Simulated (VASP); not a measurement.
# In2O3 (Ia-3) in VASP: single point with PBEsol

Aim: the single point of In2O3 with PBEsol.

All numbers are computed with VASP 6.6.1; they aren't measurements. Logs are shortened: lines on timing, memory, paths and dates and some standing lists are left out, and cuts for length are marked.

### Step 1. The cell of the first run

The structure is cubic, space group Ia-3 (No. 206). Conventional cell: a = 10.161 Å, b = 10.161 Å, c = 10.161 Å, α = 90.00°, β = 90.00°, γ = 90.00°. In (site symmetry -3) has 6 O at 2.18 Å within 2.9 Å. Within 2.8 Å of In (site symmetry 2) lie 6 O at 2.14 to 2.23 Å. O (site symmetry 1) has 4 In at 2.14 to 2.23 Å and 5 O at 2.81 to 2.96 Å within 3.0 Å.

### Step 2. Single point, PBEsol

INCAR

```
SYSTEM = In2O3
ALGO     = Normal         ! electronic algorithm
EDIFF    = 1E-7           ! SCF threshold, eV
ENCUT    = 520            ! plane-wave cutoff, eV
GGA      = PS             ! functional
ISIF     = 2              ! what is computed and relaxed
ISMEAR   = 0              ! smearing method
LASPH    = .True.         ! aspherical terms in the spheres
LCHARG   = .True.         ! write CHGCAR
LELF     = .True.         ! ELF
LREAL    = Auto         
LVHAR    = .True.       
LWAVE    = .False.        ! write WAVECAR
NBANDS   = 202            ! bands
NELM     = 100            ! most SCF steps
PREC     = Accurate       ! precision mode
SIGMA    = 0.01           ! smearing width, eV
```

KPOINTS

```
k-points
0
Gamma
  2 2 2
  0 0 0
```

POSCAR

```
In2O3
1.0
   -5.0806533138      5.0806533138      5.0806533138
    5.0806533138     -5.0806533138      5.0806533138
    5.0806533138      5.0806533138     -5.0806533138
In O
16 24
Direct
    0.5000000000      0.5000000000      0.5000000000
    0.5000000000      0.0000000000      0.0000000000
    0.0000000000      0.5000000000      0.0000000000
    0.0000000000      0.0000000000      0.5000000000
    0.2500000000      0.7159803417      0.4659803417
    0.7500000000      0.7840196583      0.0340196583
    0.4659803417      0.2500000000      0.7159803417
    0.0340196583      0.7500000000      0.7840196583
    0.7159803417      0.4659803417      0.2500000000
    0.7840196583      0.0340196583      0.7500000000
    0.7500000000      0.2840196583      0.5340196583
    0.2500000000      0.2159803417      0.9659803417
    0.5340196583      0.7500000000      0.2840196583
    0.9659803417      0.2500000000      0.2159803417
    0.2840196583      0.5340196583      0.7500000000
    0.2159803417      0.9659803417      0.2500000000
    0.5367227427      0.7721685075      0.5445351318
    0.7276333757      0.9921876110      0.9554648682
    0.9632772573      0.5078123890      0.2354457648
    0.7723666243      0.7278314925      0.2645542352
    0.5445351318      0.5367227427      0.7721685075
    0.9554648682      0.7276333757      0.9921876110
    0.2354457648      0.9632772573      0.5078123890
    0.2645542352      0.7723666243      0.7278314925
    0.7721685075      0.5445351318      0.5367227427
    0.9921876110      0.9554648682      0.7276333757
    0.5078123890      0.2354457648      0.9632772573
    0.7278314925      0.2645542352      0.7723666243
    0.4632772573      0.2278314925      0.4554648682
    0.2723666243      0.0078123890      0.0445351318
    0.0367227427      0.4921876110      0.7645542352
    0.2276333757      0.2721685075      0.7354457648
    0.4554648682      0.4632772573      0.2278314925
    0.0445351318      0.2723666243      0.0078123890
    0.7645542352      0.0367227427      0.4921876110
    0.7354457648      0.2276333757      0.2721685075
    0.2278314925      0.4554648682      0.4632772573
    0.0078123890      0.0445351318      0.2723666243
    0.4921876110      0.7645542352      0.0367227427
    0.2721685075      0.7354457648      0.2276333757
```

Potentials or basis: VASP PAW PBE potentials, release 64 (In_d, O).

Launch:

```
$ cat potpaw_PBE.64/In_d/POTCAR potpaw_PBE.64/O/POTCAR > POTCAR
$ mpirun -np 1 vasp_std > vasp.out
```

OUTCAR:

```text
SYSTEM = In2O3
   EDIFF = 1E-7
   ENCUT = 520
   GGA = PS
   ISIF = 2
   ISMEAR = 0
   LASPH = .True.
   LREAL = Auto
   NELM = 100
   PREC = Accurate

 ion  position               nearest neighbor table
   1  0.500  0.500  0.500-  17 2.18  21 2.18  25 2.18  29 2.18  33 2.18  37 2.18  13 3.36  15 3.36
                             7 3.36   9 3.36   5 3.36  11 3.36   8 3.84  10 3.84   6 3.84  12 3.84
   2  0.500  0.000  0.000-  30 2.18  18 2.18  24 2.18  36 2.18  27 2.18  39 2.18  14 3.36  15 3.36
                             8 3.36   9 3.36   6 3.36  12 3.36   7 3.84  16 3.84  13 3.84  10 3.84
   3  0.000  0.500  0.000-  34 2.18  22 2.18  28 2.18  40 2.18  19 2.18  31 2.18   5 3.36   8 3.36
                            10 3.36  11 3.36  14 3.36  16 3.36  15 3.84   9 3.84  12 3.84   6 3.84
   4  0.000  0.000  0.500-  38 2.18  26 2.18  32 2.18  20 2.18  35 2.18  23 2.18   6 3.36   7 3.36
                            10 3.36  12 3.36  13 3.36  16 3.36  14 3.84  11 3.84   8 3.84   5 3.84
   5  0.250  0.716  0.466-  24 2.14  23 2.14  17 2.21  19 2.21  40 2.23  37 2.23   3 3.36   1 3.36
                            14 3.37  13 3.37  15 3.37  16 3.37   4 3.84   2 3.84   8 3.86   7 3.86
   6  0.750  0.784  0.034-  22 2.14  21 2.14  20 2.21  18 2.21  39 2.23  38 2.23   4 3.36   2 3.36
                            14 3.37  15 3.37  16 3.37  13 3.37   3 3.84   1 3.84  10 3.86   8 3.86
   7  0.466  0.250  0.716-  28 2.14  27 2.14  21 2.21  23 2.21  32 2.23  29 2.23   1 3.36   4 3.36
                            16 3.37  12 3.37  11 3.37  15 3.37   2 3.84   3 3.84   6 3.86  10 3.86
   8  0.034  0.750  0.784-  26 2.14  25 2.14  24 2.21  22 2.21  31 2.23  30 2.23   2 3.36   3 3.36
                            11 3.37  12 3.37  16 3.37  15 3.37   4 3.84   1 3.84  10 3.86   5 3.86
   9  0.716  0.466  0.250-  20 2.14  19 2.14  25 2.21  27 2.21  36 2.23  33 2.23   1 3.36   2 3.36
[... 37 lines left out ...]
  39  0.492  0.765  0.037-  13 2.14   2 2.18  15 2.21   6 2.23
  40  0.272  0.735  0.228-  13 2.14   3 2.18  16 2.21   5 2.23

  LATTYP: Found a body centered cubic cell.
 ALAT       =    10.1613066276

  Lattice vectors:

 A1 = (  -5.0806533138,   5.0806533138,   5.0806533138)
 A2 = (   5.0806533138,  -5.0806533138,   5.0806533138)
 A3 = (   5.0806533138,   5.0806533138,  -5.0806533138)

Analysis of symmetry for initial positions (statically):
=====================================================================
 Subroutine PRICEL returns:
 Original cell was already a primitive cell.

 Routine SETGRP: Setting up the symmetry group for a
 body centered cubic supercell.

 Subroutine GETGRP returns: Found 24 space group operations
 (whereof  6 operations were pure point group operations)
 out of a pool of 48 trial point group operations.

The static configuration has the point symmetry S_6 .
 The point group associated with its full space group is T_h .

Analysis of symmetry for dynamics (positions and initial velocities):
[... 182 lines left out ...]
   EFERMI_NEDOS =   21; number of points for ismear=-14 and -15
   IALGO  =     38    algorithm
   IMIX   =      4    mixing-type and parameters
     AMIX     =   0.40;   BMIX     =  1.00
     AMIX_MAG =   1.60;   BMIX_MAG =  1.00
  volume/ion in A,a.u.               =      13.11        88.50
  Fermi-wavevector in a.u.,A,eV,Ry     =   1.433231  2.708414 27.948418  2.054151
  Thomas-Fermi vector in A             =   2.552772
   LORBIT       =      0    0 simple, 1 ext, 2 COOP (PROOUT), +10 PAW based schemes
   GGA     = PS    functional components
   LHFCALC =     F    Hartree Fock is set to
   AEXX    =    0.0000 exact exchange contribution
   IVDW    =     0    specifies the selected vdW correction
   LEPSILON=     F    determine dielectric tensor
   LRPA    =     F    only Hartree local field effects (RPA)
 non-spin polarized calculation
 Gauss-broadening in eV      SIGMA  =   0.01
  energy-cutoff  :      520.00
  volume of cell :      524.59
 maximum number of plane-waves:     14171
 NGX is ok and might be reduce to    70
   NGX = 33   NGY = 33   NGZ = 33

 number of electron     352.0000027 magnetization

 Free energy of the ion-electron system (eV)
  ---------------------------------------------------
  ext. energy  EPLUGINS =         0.00000000
  ---------------------------------------------------
  free energy    TOTEN  =      -238.55351698 eV

  energy without entropy =     -238.55351698  energy(sigma->0) =     -238.55351698

 E-fermi :   5.2899     XC(G=0): -11.2320

 val. band max:        5.2295631028   @ k =   0.0000   0.0000   0.0000
 cond. band min:       6.2604641997   @ k =   0.0000   0.0000   0.0000
 fundamental gap:      1.0309010969
 Fermi energy:         5.2899446722

 k-point     1 :       0.0000    0.0000    0.0000
  band No.  band energies     occupation
      1     -12.4651      2.00000
      2     -11.8430      2.00000
      3     -11.8430      2.00000
      4     -11.7683      2.00000
      5     -11.7683      2.00000
      6     -11.7683      2.00000
[... 562 lines left out ...]
    187      11.6427      0.00000
    188      11.7571      0.00000
 [bands above 188 left out]

------------------------ aborting loop because EDIFF is reached ----------------------------------------

  FORCE on cell =-STRESS in cart. coord.  units (eV):
  Direction    XX          YY          ZZ          XY          YZ          ZX
  --------------------------------------------------------------------------------------
  -------------------------------------------------------------------------------------
  Total        1.5567860      1.5567860      1.5567860     -0.0000000     -0.0000000      0.0000000
  in kB        4.7546748      4.7546748      4.7546748     -0.0000000     -0.0000000      0.0000000
  external PRESSURE =       4.7546748 kB  Pullay stress =       0.0000000 kB

 VOLUME and BASIS-vectors are now :
 -----------------------------------------------------------------------------
  energy-cutoff  :      520.00
  volume of cell :      524.59
      direct lattice vectors                 reciprocal lattice vectors
    -5.080653314  5.080653314  5.080653314     0.000000000  0.098412540  0.098412540
     5.080653314 -5.080653314  5.080653314     0.098412540  0.000000000  0.098412540
     5.080653314  5.080653314 -5.080653314     0.098412540  0.098412540  0.000000000

 POSITION                                       TOTAL-FORCE (eV/Angst)
 -----------------------------------------------------------------------------------
      2.54033      2.54033      2.54033         0.000000      0.000000      0.000000
     -2.54033      2.54033      2.54033         0.000000      0.000000      0.000000
      2.54033     -2.54033      2.54033         0.000000      0.000000      0.000000
      2.54033      2.54033     -2.54033         0.000000      0.000000      0.000000
      4.73497     -0.00000      2.54033         0.012238      0.000000      0.000000
      0.34568      0.00000      7.62098        -0.012238     -0.000000      0.000000
[... 32 lines left out ...]
      1.57038     -1.19722      6.19849         0.006015     -0.003245     -0.008133
      3.51028     -1.19722      3.96281        -0.006015     -0.003245      0.008133
 -----------------------------------------------------------------------------------
    total drift:                                0.000000      0.000000      0.000000

  FREE ENERGIE OF THE ION-ELECTRON SYSTEM (eV)
  ---------------------------------------------------
  free  energy   TOTEN  =      -238.5535169816 eV

  energy  without entropy=     -238.5535169816  energy(sigma->0) =     -238.55351698
```

stdout:

```text
POSCAR found type information on POSCAR InO
 POSCAR found :  2 types and      40 ions
 scaLAPACK will be used
 -----------------------------------------------------------------------------
|                                                                             |
|                                                                             |
|     You enforced a specific xc type in the INCAR file but a different       |
|     I HOPE YOU KNOW WHAT YOU ARE DOING!                                     |
|                                                                             |
 -----------------------------------------------------------------------------

 LDA part: xc-table for (Slater+PW92), standard interpolation
 POSCAR, INCAR and KPOINTS ok, starting setup
 FFT: planning ... GRIDC
 FFT: planning ... GRID_SOFT
 FFT: planning ... GRID
 WAVECAR not read
 entering main loop
```

It took 23 min on 1 thread of Intel Xeon 8259CL, shared host; peak memory 0.79 GiB.

Results:

```
Free energy            : -238.5535 eV
Pressure               : 0.5 GPa
Largest force          : 0.012 eV/Å
Band gap on the k mesh : 1.03 eV
```

Forces on the atoms (eV/Å):
```
In   0.000  0.000  0.000
In   0.000  0.000  0.000
In   0.000  0.000  0.000
In   0.000  0.000  0.000
In   0.012  0.000  0.000
In  -0.012  0.000  0.000
In   0.000  0.012  0.000
In   0.000 -0.012  0.000
In   0.000  0.000  0.012
In   0.000  0.000 -0.012
In  -0.012  0.000  0.000
In   0.012  0.000  0.000
In   0.000 -0.012  0.000
In   0.000  0.012  0.000
In   0.000  0.000 -0.012
In   0.000  0.000  0.012
O    0.008  0.006 -0.003
O   -0.008 -0.006 -0.003
O    0.008 -0.006  0.003
O   -0.008  0.006  0.003
O   -0.003  0.008  0.006
O   -0.003 -0.008 -0.006
O    0.003  0.008 -0.006
O    0.003 -0.008  0.006
O    0.006 -0.003  0.008
O   -0.006 -0.003 -0.008
O   -0.006  0.003  0.008
O    0.006  0.003 -0.008
O   -0.008 -0.006  0.003
O    0.008  0.006  0.003
O   -0.008  0.006 -0.003
O    0.008 -0.006 -0.003
O    0.003 -0.008 -0.006
O    0.003  0.008  0.006
O   -0.003 -0.008  0.006
O   -0.003  0.008 -0.006
O   -0.006  0.003 -0.008
O    0.006  0.003  0.008
O    0.006 -0.003 -0.008
O   -0.006 -0.003  0.008
```

Caveat: the k points lie up to 0.44 Å⁻¹ apart; the PAW data sets were made with another functional, which shifts forces and pressure a little; spin-orbit coupling is left out, which moves the levels of the heavy elements.
